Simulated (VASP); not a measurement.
A run of VASP 6.6.1 is set up as follows.

INCAR

```
PREC = Accurate
ENCUT = 500
EDIFF = 1E-6
ISMEAR = 0
SIGMA = 0.02
LREAL = False
LASPH = True
NELM = 120
ALGO = Normal
ISIF = 2
LWAVE = False
LCHARG = False
GGA = CA
NBANDS = 29
GGA_COMPAT = False
```

Contents of KPOINTS:

```
Automatic mesh
0
Gamma
  6 6 6
```

POSCAR

```
CsCdCl3
1.0
    4.8502477971      0.0000000000      0.0000000000
    0.0000000000      4.8502477971      0.0000000000
    0.0000000000      0.0000000000      4.8502477971
Cs Cd Cl
1 1 3
Direct
    0.0000000000      0.0000000000      0.0000000000
    0.5000000000      0.5000000000      0.5000000000
    0.0000000000      0.5000000000      0.5000000000
    0.5000000000      0.0000000000      0.5000000000
    0.5000000000      0.5000000000      0.0000000000
```

Potentials or basis: VASP PAW LDA potentials, release 64 (Cs_sv, Cd, Cl).

Run with:

```bash
$ cat potpaw_LDA.64/Cs_sv/POTCAR potpaw_LDA.64/Cd/POTCAR potpaw_LDA.64/Cl/POTCAR > POTCAR
$ mpirun -np 1 vasp_std > vasp.out
```

Estimate the band gap on the k mesh.

1.81 eV, indirect (least direct gap 3.05 eV).

What does it give for the pressure?

10.6 GPa.

Caveat: spin-orbit coupling is left out, which moves the levels of the heavy elements. A k mesh can miss the band edges.
